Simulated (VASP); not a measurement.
Write the native input for VASP 6.6.1 that does the following.

| Property | Result |
| --- | --- |
| Task | single point |
| Functional | BLYP |
| Dispersion | D4 |
| Potentials or basis | VASP PAW PBE potentials, release 64 (Pb_d) |
| Cutoff | 520 eV |
| k mesh | 9 × 9 × 9 |
| Occupations | tetrahedron |
| Spin | no spin polarisation |
| Dipole correction | no |
| Further INCAR settings | ALGO = Normal; EDIFF = 1e-06; NBANDS = 13 |

The structure of Pb lies in POSCAR:

```
Pb
1.0
    0.0000000000      2.4750200000      2.4750200000
    2.4750200000      0.0000000000      2.4750200000
    2.4750200000      2.4750200000      0.0000000000
Pb
1
Direct
    0.0000000000      0.0000000000      0.0000000000
```

These files were run (other wordings do the same):

INCAR

```
PREC = Accurate
ENCUT = 520
EDIFF = 1E-6
ISMEAR = -5
SIGMA = 0.05
LREAL = False
LASPH = True
NELM = 80
ALGO = Normal
ISIF = 2
LWAVE = False
LCHARG = False
GGA = B5
ALDAX = 1.0
AGGAX = 1.0
AGGAC = 1.0
ALDAC = 0.0
IVDW = 13
VDW_S6 = 1.0
VDW_S8 = 2.34076671
VDW_A1 = 0.44488865
VDW_A2 = 4.0933009
NBANDS = 13
```

KPOINTS

```
regular mesh
0
Gamma
  9 9 9
```

Potentials or basis: VASP PAW PBE potentials, release 64 (Pb_d).

Command:

```bash
$ cat potpaw_PBE.64/Pb_d/POTCAR > POTCAR
$ mpirun -np 1 vasp_std > vasp.out
```

Results of the run:

The pressure is 2.2 GPa and the band gap on the k mesh is zero (band 7 reaches 15.02 eV, above the bottom of band 8 at 6.28 eV). The dispersion energy per atom is -0.791 eV.

Caveat: the PAW data sets were made with another functional, which shifts forces and pressure a little; spin-orbit coupling is left out, which moves the levels of the heavy elements; pairwise dispersion overbinds metals, which lowers pressure and volume; tetrahedron occupations give inexact forces and stress in metals.

Run time: 13 s on 1 thread of Intel(R) Xeon(R) Platinum 8488C (Sapphire Rapids), on a shared host, peak memory 0.16 GiB.
